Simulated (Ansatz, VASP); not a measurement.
## One calculation of MgO, two programs

```
Mg O
1.0
     0.00000    2.12584    2.12584
     2.12584    0.00000    2.12584
     2.12584    2.12584    0.00000
Mg O
1 1
Direct
  0.00000 0.00000 0.00000
  0.50000 0.50000 0.50000
```

Alike in both runs: task single point; functional PBE; k mesh 10 × 10 × 10; no spin polarisation.

```csv
,VASP,Ansatz
version,VASP 6.6.1,Ansatz 0.2.0
potentials or method,"VASP PAW PBE potentials, release 64 (Mg, O)","scalar-relativistic, plane waves, norm-conserving pseudopotentials"
plane-wave cutoff (eV),600,1240
occupations,"gaussian, width 0.01 eV",fixed
valence electrons in the cell,8,16
```

|  | VASP | Ansatz | Ansatz less VASP |
| --- | --- | --- | --- |
| gap on the k mesh at the Fermi level (eV) | 4.46 | 4.48 | +0.020 |
| least direct gap on the mesh (eV) | 4.46 | 4.48 | +0.020 |
| pressure (GPa) | -0.8 | 0.4 | +1.16 |

VASP's potentials hold 8 valence electrons a cell and Ansatz's 16, so a difference there can come from the potentials and not from the codes.
